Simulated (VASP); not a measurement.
A run of VASP 6.6.1 is set up as follows.

Contents of INCAR:

```
SYSTEM = KCl
PREC = Accurate
ENCUT = 520
EDIFF = 1E-7
ISMEAR = 0
SIGMA = 0.01
LREAL = .False.
LASPH = .True.
NELM = 60
ALGO = Normal
ISIF = 2
LWAVE = .False.
LCHARG = .True.
GGA = PS
LELF = .True.
LVHAR = .True.
NBANDS = 15
```

Contents of KPOINTS:

```
regular mesh
0
Gamma
  8 8 8
  0 0 0
```

The input POSCAR:

```
KCl
1.0
    0.0000000000      2.9705755776      2.9705755776
    2.9705755776      0.0000000000      2.9705755776
    2.9705755776      2.9705755776      0.0000000000
K Cl
1 1
Direct
    0.0000000000      0.0000000000      0.0000000000
    0.5000000000      0.5000000000      0.5000000000
```

Potentials or basis: VASP PAW PBE potentials, release 64 (K_sv, Cl).

Run with:

```bash
$ cat potpaw_PBE.64/K_sv/POTCAR potpaw_PBE.64/Cl/POTCAR > POTCAR
$ mpirun -np 1 vasp_std > vasp.out
```

What does it give for the band gap on the k mesh?

5.63 eV.

Estimate the pressure.

4.1 GPa.

Caveat: the cell stands under pressure; the PAW data sets were made with another functional, which shifts forces and pressure a little. A k mesh can miss the band edges.
